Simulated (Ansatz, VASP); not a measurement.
**Ir2O in VASP and in Ansatz**

```
CELL_PARAMETERS angstrom
4.22735 0.00000 0.00000
-2.11368 3.66099 0.00000
0.00000 0.00000 2.67779
ATOMIC_POSITIONS crystal
Ir 0.33333 0.66667 0.00000
Ir 0.66667 0.33333 0.00000
O 0.00000 0.00000 0.00000
```

Alike in both runs: functional PBE; k mesh 6 × 6 × 6; occupations gaussian, width 0.1 eV; no spin polarisation.

Ansatz relaxed the structure, and its values are those at the end. VASP's run is a single point on that final structure, the one shown.

```csv
,VASP,Ansatz
version,VASP 6.6.1,Ansatz 0.2.0
potentials or method,"VASP PAW PBE potentials, release 64 (Ir_sv_GW, O), cutoff 700 eV","scalar-relativistic, plane waves, PAW"
valence electrons in the cell,40,40
```

```tsv
	VASP	Ansatz	Ansatz less VASP
gap on the k mesh at the Fermi level (eV)	none	none	-
pressure (GPa)	-0.3	0.1	+0.38
```

A gap of «none» marks a metal or a gap that the smearing closes.

The k mesh is coarse, so the values compare programs but aren't converged. Neither program's run includes spin-orbit coupling.
